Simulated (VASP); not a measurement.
As, 4 atoms in the cell. The cell holds a slab with vacuum, 4 atoms: a = 4.807 Å, b = 3.634 Å, c = 28.270 Å, α = 90.00°, β = 90.00°, γ = 90.00°. 

```yaml
Program: VASP 6.6.1
Task: single point
Functional: HSE06
Potentials_or_basis: VASP PAW PBE potentials, release 64 (As)
Cutoff: 520 eV
k_mesh: 2 × 4 × 1
Occupations: gaussian, width 0.01 eV
Spin: no spin polarisation
Dipole_correction: yes
Grid_for_exact_exchange_PRECFOCK: Normal
Further_INCAR_settings: ALGO = Normal; EDIFF = 1e-07; NBANDS = 18
Share_of_exact_exchange: 0.25
Screening_parameter: 0.2079 1/Å
```

Potentials or basis: VASP PAW PBE potentials, release 64 (As).

Run with:

```console
$ cat potpaw_PBE.64/As/POTCAR > POTCAR
$ cp INCAR.step1 INCAR
$ mpirun -np 1 vasp_std > vasp.out
$ cp INCAR.step2 INCAR
$ mpirun -np 1 vasp_std > vasp.out
```

Hardware: 1 thread of AMD EPYC 7R13 Processor (Zen 3) (shared host).

**Question.** How long does it take, and how much memory?

**Answer.** It took 15 min on 1 thread of AMD EPYC 7R13 Processor (Zen 3), with other jobs on the host, peak memory 0.63 GiB. Counts: k points 6.
